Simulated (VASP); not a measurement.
# GaSb (k07) (F-43m) in VASP: further runs

GaSb (k07) is run at these levels: PBEsol; tasks: single point, relaxation of cell and atoms.

Everything below comes from runs of VASP 6.6.1. Logs are shortened: lines on timing, memory, paths and dates and some standing lists are left out, and cuts for length are marked.

## (1) The cell of the first run

Symmetry: F-43m, No. 216, cubic system. The conventional cell has a = 6.096 Å, b = 6.096 Å, c = 6.096 Å, α = 90.00°, β = 90.00°, γ = 90.00°. Ga (site symmetry -43m) has 4 Sb at 2.64 Å within 3.5 Å. Sb (site symmetry -43m) has 4 Ga at 2.64 Å within 3.5 Å.

## (2) Single point, PBEsol

The input, INCAR:

```
PREC = Accurate
ENCUT = 520
EDIFF = 1E-7
ISMEAR = 0
SIGMA = 0.1
LREAL = False
LASPH = True
NELM = 100
ALGO = Normal
ISIF = 2
LWAVE = False
LCHARG = False
GGA = PS
NBANDS = 16
```

The input, KPOINTS:

```
regular mesh
0
Gamma
  6 6 6
```

The input, POSCAR:

```
GaSb
1.0
    0.0000000000      3.0480000000      3.0480000000
    3.0480000000      0.0000000000      3.0480000000
    3.0480000000      3.0480000000      0.0000000000
Ga Sb
1 1
Direct
    0.0000000000      0.0000000000      0.0000000000
    0.2500000000      0.2500000000      0.2500000000
```

Potentials or basis: VASP PAW PBE potentials, release 64 (Ga_d, Sb).

Started as:

```
> cat potpaw_PBE.64/Ga_d/POTCAR potpaw_PBE.64/Sb/POTCAR > POTCAR
> mpirun -np 1 vasp_std > vasp.out
```

OUTCAR:

```text
PREC = Accurate
   ENCUT = 520
   EDIFF = 1E-7
   ISMEAR = 0
   LREAL = False
   LASPH = True
   NELM = 100
   ISIF = 2
   GGA = PS

 ion  position               nearest neighbor table
   1  0.000  0.000  0.000-   2 2.64   2 2.64   2 2.64   2 2.64
   2  0.250  0.250  0.250-   1 2.64   1 2.64   1 2.64   1 2.64

  LATTYP: Found a face centered cubic cell.
 ALAT       =     6.0960000000

  Lattice vectors:

 A1 = (   0.0000000000,   3.0480000000,   3.0480000000)
 A2 = (   3.0480000000,   0.0000000000,   3.0480000000)
 A3 = (   3.0480000000,   3.0480000000,   0.0000000000)

Analysis of symmetry for initial positions (statically):
=====================================================================
 Subroutine PRICEL returns:
 Original cell was already a primitive cell.

 Routine SETGRP: Setting up the symmetry group for a
 face centered cubic supercell.

 Subroutine GETGRP returns: Found 24 space group operations
 (whereof 24 operations were pure point group operations)
 out of a pool of 48 trial point group operations.

The static configuration has the point symmetry T_d .

Analysis of symmetry for dynamics (positions and initial velocities):
=====================================================================
 Subroutine PRICEL returns:
 Original cell was already a primitive cell.

 Routine SETGRP: Setting up the symmetry group for a
 face centered cubic supercell.

 Subroutine GETGRP returns: Found 24 space group operations
 (whereof 24 operations were pure point group operations)
 out of a pool of 48 trial point group operations.

The dynamic configuration has the point symmetry T_d .

 Subroutine INISYM returns: Found 24 space group operations
 (whereof 24 operations are pure point group operations),
 and found     1 'primitive' translations

----------------------------------------------------------------------------------------

                                     Primitive cell

  volume of cell :      56.6337

  direct lattice vectors                    reciprocal lattice vectors
     0.000000000  3.048000000  3.048000000    -0.164041995  0.164041995  0.164041995
     3.048000000  0.000000000  3.048000000     0.164041995 -0.164041995  0.164041995
     3.048000000  3.048000000  0.000000000     0.164041995  0.164041995 -0.164041995

  length of vectors
     4.310522938  4.310522938  4.310522938     0.284129069  0.284129069  0.284129069

  position of ions in fractional coordinates (direct lattice)
     0.000000000  0.000000000  0.000000000
     0.250000000  0.250000000  0.250000000

  ion indices of the primitive-cell ions
   primitive index   ion index
                 1           1
                 2           2

----------------------------------------------------------------------------------------

 KPOINTS: regular mesh

Automatic generation of k-mesh.
 Grid dimensions read from file:
 generate k-points for:    6    6    6

 Generating k-lattice:

  Cartesian coordinates                     Fractional coordinates (reciprocal lattice)
    -0.027340332  0.027340332  0.027340332     0.166666667  0.000000000  0.000000000
     0.027340332 -0.027340332  0.027340332     0.000000000  0.166666667  0.000000000
     0.027340332  0.027340332 -0.027340332     0.000000000  0.000000000  0.166666667

  Length of vectors
     0.047354845  0.047354845  0.047354845

  Shift w.r.t. Gamma in fractional coordinates (k-lattice)
     0.000000000  0.000000000  0.000000000

 Subroutine IBZKPT returns following result:
 ===========================================

 Found     16 irreducible k-points:

 Following reciprocal coordinates:
            Coordinates               Weight
  0.000000  0.000000  0.000000      1.000000
  0.166667  0.000000  0.000000      8.000000
  0.333333  0.000000  0.000000      8.000000
  0.500000  0.000000  0.000000      4.000000
  0.166667  0.166667  0.000000      6.000000
  0.333333  0.166667  0.000000     24.000000
[... 8 lines left out ...]
 -0.333333  0.333333  0.166667     24.000000
 -0.333333  0.500000  0.166667     12.000000
   k-points           NKPTS =     16   k-points in BZ     NKDIM =     16   number of bands    NBANDS=     16
   number of dos      NEDOS =    301   number of ions     NIONS =      2
   total plane-waves  NPLWV =  32768
   dimension x,y,z NGX =    32 NGY =   32 NGZ =   32
   dimension x,y,z NGXF=    64 NGYF=   64 NGZF=   64
   ions per type =               1   1
   NGX,Y,Z   is equivalent  to a cutoff of  12.34, 12.34, 12.34 a.u.
   NGXF,Y,Z  is equivalent  to a cutoff of  24.68, 24.68, 24.68 a.u.
 SYSTEM =  unknown system
   PREC   = accura    normal or accurate (medium, high low for compatibility)
   ISTART =      0    job   : 0-new  1-cont  2-samecut
   ICHARG =      2    charge: 1-file 2-atom 10-const
   ISPIN  =      1    spin polarized calculation?
   LNONCOLLINEAR =      F non collinear calculations
   LSORBIT =      F    spin-orbit coupling
   LASPH  =      T    aspherical Exc in radial PAW
   ENCUT  =  520.0 eV  38.22 Ry    6.18 a.u.   8.01  8.01  8.01*2*pi/ulx,y,z
   NELM   =    100;   NELMIN=  2; NELMDL= -5     # of ELM steps
   EDIFF  = 0.1E-06   stopping-criterion for ELM
   LREAL  =      F    real-space projection
   EDIFFG = 0.1E-05   stopping-criterion for IOM
   NSW    =      0    number of steps for IOM
   IBRION =     -1    ionic relax: 0-MD 1-quasi-New 2-CG
   NFREE  =      0    steps in history (QN), initial steepest desc. (CG)
   ISIF   =      2    stress and relaxation
   ISYM   =      2    0-nonsym 1-usesym 2-fastsym
   POTIM  = 0.5000    time-step for ionic-motion
   TEBEG  =    0.0;   TEEND  =   0.0 temperature during run
   PSTRESS=    0.0 pullay stress
   NELECT =      18.0000    total number of electrons
   NUPDOWN=      -1.0000    fix difference up-down
   EMIN   =  10.00;   EMAX   =-10.00  energy-range for DOS
   EFERMI =   0.00;   METHOD = LEGACY
   ISMEAR =     0;   SIGMA  =   0.10  broadening in eV -4-tet -1-fermi 0-gaus
   EFERMI_NEDOS =   21; number of points for ismear=-14 and -15
   IALGO  =     38    algorithm
   IMIX   =      4    mixing-type and parameters
     AMIX     =   0.40;   BMIX     =  1.00
     AMIX_MAG =   1.60;   BMIX_MAG =  1.00
  volume/ion in A,a.u.               =      28.32       191.09
  Fermi-wavevector in a.u.,A,eV,Ry     =   1.117225  2.111249 16.982684  1.248192
  Thomas-Fermi vector in A             =   2.253846
   LORBIT       =      0    0 simple, 1 ext, 2 COOP (PROOUT), +10 PAW based schemes
   GGA     = PS    functional components
   LHFCALC =     F    Hartree Fock is set to
   AEXX    =    0.0000 exact exchange contribution
   IVDW    =     0    specifies the selected vdW correction
   LEPSILON=     F    determine dielectric tensor
   LRPA    =     F    only Hartree local field effects (RPA)
 non-spin polarized calculation
 Gauss-broadening in eV      SIGMA  =   0.10
  energy-cutoff  :      520.00
  volume of cell :       56.63
 maximum number of plane-waves:      1544
   NGX = 17   NGY = 17   NGZ = 17

 number of electron      17.9999984 magnetization

 Free energy of the ion-electron system (eV)
  ---------------------------------------------------
  ext. energy  EPLUGINS =         0.00000000
  ---------------------------------------------------
  free energy    TOTEN  =        -8.12144658 eV

  energy without entropy =       -8.12068819  energy(sigma->0) =       -8.12106739

 E-fermi :   4.9177     XC(G=0):  -9.3089

 val. band max:        4.9158720120   @ k =   0.0000   0.0000   0.0000
 cond. band min:       5.2163709346   @ k =   0.5000   0.0000   0.0000
 fundamental gap:      0.3004989226
 Fermi energy:         4.9176631847

 k-point     1 :       0.0000    0.0000    0.0000
  band No.  band energies     occupation
      1     -10.1778      2.00000
      2     -10.1778      2.00000
      3     -10.1778      2.00000
      4     -10.1260      2.00000
      5     -10.1260      2.00000
      6      -6.7300      2.00000
[... 8 lines left out ...]
     15      13.4674      0.00000
     16      13.4674      0.00000

 k-point     2 :       0.1667    0.0000    0.0000
  band No.  band energies     occupation
      1     -10.1854      2.00000
      2     -10.1746      2.00000
      3     -10.1746      2.00000
      4     -10.1263      2.00000
      5     -10.1263      2.00000
      6      -6.4433      2.00000
[... 8 lines left out ...]
     15      12.4197      0.00000
     16      12.4197      0.00000

 k-point     3 :       0.3333    0.0000    0.0000
  band No.  band energies     occupation
      1     -10.2002      2.00000
      2     -10.1689      2.00000
      3     -10.1689      2.00000
      4     -10.1262      2.00000
      5     -10.1262      2.00000
      6      -5.6772      2.00000
[... 8 lines left out ...]
     15      12.9344      0.00000
     16      12.9344      0.00000

 k-point     4 :       0.5000    0.0000    0.0000
  band No.  band energies     occupation
      1     -10.2074      2.00000
      2     -10.1665      2.00000
      3     -10.1665      2.00000
      4     -10.1257      2.00000
      5     -10.1257      2.00000
      6      -5.0698      2.00000
[... 8 lines left out ...]
     15      14.7390      0.00000
     16      14.7390      0.00000
[... 172 lines left out ...]
 k-point    14 :       0.5000    0.3333    0.1667
  band No.  band energies     occupation
      1     -10.2122      2.00000
      2     -10.1625      2.00000
      3     -10.1595      2.00000
      4     -10.1317      2.00000
      5     -10.1245      2.00000
      6      -5.0209      2.00000
[... 8 lines left out ...]
     15      13.8550      0.00000
     16      15.8217      0.00000

 k-point    15 :      -0.3333    0.3333    0.1667
  band No.  band energies     occupation
      1     -10.2155      2.00000
      2     -10.1618      2.00000
      3     -10.1569      2.00000
      4     -10.1309      2.00000
      5     -10.1258      2.00000
      6      -4.4763      2.00000
[... 8 lines left out ...]
     15      15.2834      0.00000
     16      15.5431      0.00000

 k-point    16 :      -0.3333    0.5000    0.1667
  band No.  band energies     occupation
      1     -10.2204      2.00000
      2     -10.1580      2.00000
      3     -10.1534      2.00000
      4     -10.1344      2.00000
      5     -10.1242      2.00000
      6      -4.1866      2.00000
[... 8 lines left out ...]
     15      14.9168      0.00000
     16      16.2420      0.00000

------------------------ aborting loop because EDIFF is reached ----------------------------------------

  FORCE on cell =-STRESS in cart. coord.  units (eV):
  Direction    XX          YY          ZZ          XY          YZ          ZX
  --------------------------------------------------------------------------------------
  -------------------------------------------------------------------------------------
  Total        0.1873052      0.1873052      0.1873052      0.0000000      0.0000000     -0.0000000
  in kB        5.2988967      5.2988967      5.2988967      0.0000000      0.0000000     -0.0000000
  external PRESSURE =       5.2988967 kB  Pullay stress =       0.0000000 kB

 VOLUME and BASIS-vectors are now :
 -----------------------------------------------------------------------------
  energy-cutoff  :      520.00
  volume of cell :       56.63
      direct lattice vectors                 reciprocal lattice vectors
     0.000000000  3.048000000  3.048000000    -0.164041995  0.164041995  0.164041995
     3.048000000  0.000000000  3.048000000     0.164041995 -0.164041995  0.164041995
     3.048000000  3.048000000  0.000000000     0.164041995  0.164041995 -0.164041995

 POSITION                                       TOTAL-FORCE (eV/Angst)
 -----------------------------------------------------------------------------------
      0.00000      0.00000      0.00000         0.000000     -0.000000     -0.000000
      1.52400      1.52400      1.52400        -0.000000      0.000000      0.000000
 -----------------------------------------------------------------------------------
    total drift:                                0.000000      0.000000      0.000000

  FREE ENERGIE OF THE ION-ELECTRON SYSTEM (eV)
  ---------------------------------------------------
  free  energy   TOTEN  =        -8.1214465825 eV

  energy  without entropy=       -8.1206881888  energy(sigma->0) =       -8.12106739
```

Run time: 6.7 s. Hardware: 1 thread of Intel Xeon 6975P-C (Granite Rapids), shared host; peak memory 0.18 GiB.

Results:

- Free energy: -8.1214 eV
- Pressure: 0.5 GPa

Caveat: the PAW data sets were made with another functional, which shifts forces and pressure a little; spin-orbit coupling is left out, which moves the levels of the heavy elements.

[end of part 1 of 3]
